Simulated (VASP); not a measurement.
A run of VASP 6.6.1 is set up as follows.

The input INCAR:

```
  PREC = Accurate
  ENCUT = 520
  EDIFF = 1E-6
  ISMEAR = -1
  SIGMA = 0.05
  LREAL = False
  LASPH = True
  NELM = 80
  ALGO = Normal
  ISIF = 2
  LWAVE = False
  LCHARG = False
  GGA = PS
  NBANDS = 14
```

The input KPOINTS:

```
Automatic mesh
0
Gamma
  7 7 7
```

File POSCAR:

```
HfN
1.0
    0.0000000000      2.4548220000      2.4548220000
    2.4548220000      0.0000000000      2.4548220000
    2.4548220000      2.4548220000      0.0000000000
Hf N
1 1
Direct
    0.0000000000      0.0000000000      0.0000000000
    0.2500000000      0.2500000000      0.2500000000
```

Potentials or basis: VASP PAW PBE potentials, release 64 (Hf_pv, N).

Command:

```sh
$ cat potpaw_PBE.64/Hf_pv/POTCAR potpaw_PBE.64/N/POTCAR > POTCAR
$ mpirun -np 1 vasp_std > vasp.out
```

Problem. Estimate the pressure.

Solution. -5.9 GPa.

Caveat: the PAW data sets were made with another functional, which shifts forces and pressure a little.
